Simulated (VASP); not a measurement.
# Mg63VSi32 (a cell with a defect): single point with PBEsol

The system is Mg63VSi32 (a cell with a defect).

```xyz
96
Lattice="12.6495 0.0000 0.0000 0.0000 12.6495 0.0000 0.0000 0.0000 12.6495" Properties=species:S:1:pos:R:3 pbc="T T T"
Mg    4.7486    1.5752    1.5839
Mg    4.7438    1.5775    7.9050
Mg    4.7414    7.9020    1.5833
Mg   11.0675    1.5782    1.5793
Mg   11.0671    1.5782    7.9112
Mg   11.0679    7.9067    1.5802
Mg   11.0700    7.9026    7.9061
Mg    1.5821    4.7396    1.5808
Mg    1.5905    4.7454    7.9047
Mg    1.5775   11.0651    1.5863
Mg    1.5871   11.0598    7.9130
Mg    7.9063    4.7373    1.5850
Mg    7.8991    4.7490    7.9130
Mg    7.9012   11.0626    1.5766
Mg    7.8971   11.0528    7.8999
Mg    1.5807    1.5751    4.7462
Mg    1.5800    1.5818   11.0726
Mg    1.5860    7.8997    4.7551
Mg    1.5891    7.9078   11.0644
Mg    7.9054    1.5813    4.7469
Mg    7.9010    1.5721   11.0660
Mg    7.9006    7.9070    4.7535
Mg    7.8928    7.8952   11.0645
Mg    1.5726    1.5773    1.5810
Mg    1.5826    1.5784    7.9067
Mg    1.5808    7.9046    1.5830
Mg    1.6161    7.9002    7.9068
Mg    7.9057    1.5731    1.5754
Mg    7.9024    1.5783    7.9073
Mg    7.9027    7.9009    1.5790
Mg    7.8793    7.8970    7.8999
Mg    4.7414    4.7454    4.7527
Mg    4.7480    4.7512   11.0643
Mg    4.7496   11.0598    4.7547
Mg    4.7380   11.0499   11.0599
Mg   11.0669    4.7449    4.7472
Mg   11.0719    4.7352   11.0699
Mg   11.0697   11.0625    4.7450
Mg   11.0626   11.0642   11.0688
Mg    4.7456    4.7389    1.5862
Mg    4.7365    4.7751    7.9019
Mg    4.7395   11.0627    1.5800
Mg    4.7368   11.0347    7.9030
Mg   11.0666    4.7307    1.5816
Mg   11.0719    4.7420    7.9114
Mg   11.0645   11.0654    1.5783
Mg   11.0617   11.0613    7.9061
Mg    4.7470    1.5771    4.7494
Mg    4.7429    1.5764   11.0692
Mg    4.7383    7.8998    4.7800
Mg    4.7363    7.8956   11.0421
Mg   11.0665    1.5792    4.7398
Mg   11.0641    1.5736   11.0709
Mg   11.0690    7.9029    4.7475
Mg   11.0671    7.9019   11.0673
Mg    1.5826    4.7397    4.7486
Mg    1.6095    4.7689   11.0366
Mg    1.6084   11.0274    4.7742
Mg    1.5789   11.0640   11.0715
Mg    7.8695    4.7739    4.7774
Mg    7.9044    4.7376   11.0724
Mg    7.9059   11.0623    4.7450
Mg    7.8742   11.0308   11.0357
V     4.7373    7.8950    7.9021
Si   12.6484   12.6419    0.0013
Si    0.0047   12.6393    6.3252
Si    0.0052    6.3216   12.6462
Si    0.0049    6.3248    6.3334
Si    6.3208   12.6336   12.6425
Si    6.3232   12.6414    6.3305
Si    6.3196    6.3231    0.0017
Si    6.2629    6.3788    6.3828
Si    3.1661    3.1666   12.6470
Si    3.1675    3.1604    6.3274
Si    3.1639    9.4800   12.6482
Si    3.2174    9.4241    6.3833
Si    9.4829    3.1569   12.6477
Si    9.4800    3.1684    6.3261
Si    9.4782    9.4817   12.6416
Si    9.4851    9.4806    6.3261
Si    3.1626   12.6424    3.1689
Si    3.1654   12.6445    9.4872
Si    3.1659    6.3249    3.1677
Si    3.2167    6.3777    9.4310
Si    9.4843   12.6484    3.1613
Si    9.4759   12.6403    9.4864
Si    9.4815    6.3201    3.1675
Si    9.4842    6.3217    9.4896
Si   12.6466    3.1582    3.1682
Si    0.0068    3.1622    9.4908
Si    0.0043    9.4865    3.1705
Si    0.0044    9.4802    9.4831
Si    6.3314    3.1613    3.1725
Si    6.3186    3.1639    9.4820
Si    6.3180    9.4786    3.1695
Si    6.2544    9.4109    9.4179
```

```
Program                : VASP 6.6.1
Task                   : single point
Functional             : PBEsol
Potentials or basis    : VASP PAW PBE potentials, release 64 (Mg, V_sv, Si)
Cutoff                 : 520 eV
k mesh                 : 1 × 1 × 1, shifted
Occupations            : fermi-dirac, width 0.05 eV
Spin                   : collinear spin, ferromagnetic start
Dipole correction      : no
Charge                 : -1
Further INCAR settings : LREAL = Auto; ALGO = Normal; EDIFF = 1e-06; NBANDS = 192; ISYM = 0; NELECT = 268.0
```

The largest force is 0.478 eV/Å, the net moment is 0.00 μB per cell and the valence electrons inside the program's atomic spheres are Mg 0.35, 0.36, 0.34; V 11.35; Si 1.71, 1.70.

Forces on the atoms (eV/Å):
```
Mg  -0.024  0.007  0.001
Mg  -0.002  0.000  0.017
Mg   0.002  0.000  0.010
Mg  -0.006 -0.009  0.012
Mg  -0.001 -0.002 -0.027
Mg  -0.004 -0.026  0.009
Mg  -0.004 -0.005  0.015
Mg  -0.009 -0.001  0.002
Mg  -0.049 -0.044 -0.059
Mg   0.009  0.008  0.007
Mg  -0.048  0.038  0.049
Mg   0.006 -0.001  0.012
Mg   0.036 -0.051  0.054
Mg   0.011  0.002  0.015
Mg   0.028  0.043 -0.041
Mg  -0.003 -0.014 -0.013
Mg   0.005 -0.006  0.002
Mg  -0.037 -0.069 -0.056
Mg  -0.060  0.046  0.034
Mg   0.020 -0.004 -0.010
Mg   0.000  0.002  0.006
Mg   0.025  0.048 -0.066
Mg   0.047 -0.054  0.017
Mg   0.013  0.008  0.012
Mg   0.007 -0.011  0.002
Mg   0.010 -0.014  0.008
Mg  -0.045  0.012  0.008
Mg   0.024  0.002  0.018
Mg  -0.003  0.009 -0.006
Mg  -0.006  0.004  0.026
Mg   0.018  0.005  0.027
Mg  -0.064 -0.041 -0.056
Mg   0.050 -0.065  0.029
Mg   0.038  0.032 -0.060
Mg  -0.056  0.053  0.031
Mg  -0.015 -0.016 -0.006
Mg  -0.002  0.011  0.011
Mg   0.001  0.031 -0.018
Mg   0.002 -0.002 -0.009
Mg  -0.005  0.008  0.005
Mg   0.023 -0.047  0.024
Mg   0.003 -0.011  0.020
Mg   0.012  0.024  0.014
Mg   0.007  0.014  0.005
Mg  -0.016  0.003 -0.010
Mg  -0.007  0.028  0.019
Mg   0.027  0.004  0.005
Mg  -0.010 -0.004 -0.010
Mg  -0.002  0.007 -0.014
Mg   0.013  0.010 -0.047
Mg   0.017  0.015  0.018
Mg  -0.004 -0.006  0.002
Mg   0.007  0.002  0.020
Mg   0.000 -0.011 -0.006
Mg   0.006 -0.004 -0.011
Mg  -0.004  0.004 -0.016
Mg  -0.023 -0.026  0.054
Mg  -0.016  0.068 -0.027
Mg   0.005  0.006 -0.012
Mg   0.062 -0.039 -0.038
Mg  -0.003  0.001 -0.013
Mg  -0.001  0.016 -0.021
Mg   0.017  0.024  0.022
V    0.012  0.021  0.012
Si  -0.008  0.017 -0.009
Si   0.004 -0.010 -0.017
Si   0.010 -0.037 -0.018
Si   0.016  0.017  0.009
Si   0.036 -0.004 -0.027
Si  -0.028 -0.023  0.023
Si  -0.021  0.019 -0.029
Si  -0.260  0.279  0.284
Si  -0.045 -0.001 -0.016
Si   0.009  0.025  0.030
Si   0.019 -0.026 -0.020
Si   0.283 -0.265  0.280
Si   0.010 -0.008  0.000
Si  -0.003  0.004 -0.015
Si  -0.016  0.033 -0.013
Si  -0.028 -0.038  0.037
Si  -0.033 -0.028  0.022
Si   0.017 -0.031 -0.028
Si   0.009  0.016  0.027
Si   0.282  0.271 -0.275
Si   0.001 -0.028  0.005
Si  -0.005 -0.033  0.028
Si  -0.014 -0.012  0.019
Si  -0.024  0.039 -0.042
Si   0.018  0.011 -0.023
Si   0.008  0.010  0.017
Si   0.006  0.001  0.000
Si   0.006 -0.021 -0.010
Si  -0.008  0.021 -0.006
Si  -0.027  0.022 -0.007
Si  -0.013 -0.020  0.009
Si  -0.231 -0.237 -0.235
```

Levels at points of the mesh, in eV from the Fermi level:
Spin up:
| k point | band 132 | band 133 | band 134 | band 135 | band 136 | band 137 |
| --- | --- | --- | --- | --- | --- | --- |
| (0.25, 0.25, 0.25) | -0.52 | -0.05 | -0.05 | 0.01 | 0.18 | 0.18 |
Spin down:
| k point | band 130 | band 131 | band 132 | band 133 | band 134 | band 135 | band 136 | band 137 | band 138 | band 139 |
| --- | --- | --- | --- | --- | --- | --- | --- | --- | --- | --- |
| (0.25, 0.25, 0.25) | -0.68 | -0.52 | -0.52 | -0.05 | -0.05 | 0.01 | 0.18 | 0.18 | 0.36 | 0.51 |

Wall time 13 min on 1 × NVIDIA H100 80GB with 1 thread of Intel(R) Xeon(R) Platinum 8481C CPU @ 2.70GHz (Sapphire Rapids), on a shared host, peak memory 3.5 GiB.

Caveat: the cell carries a net charge on a neutralising background, which shifts energy and pressure; the cell is charged against a uniform background, so pressure and absolute levels hang on convention; the PAW data sets were made with another functional, which shifts forces and pressure a little.
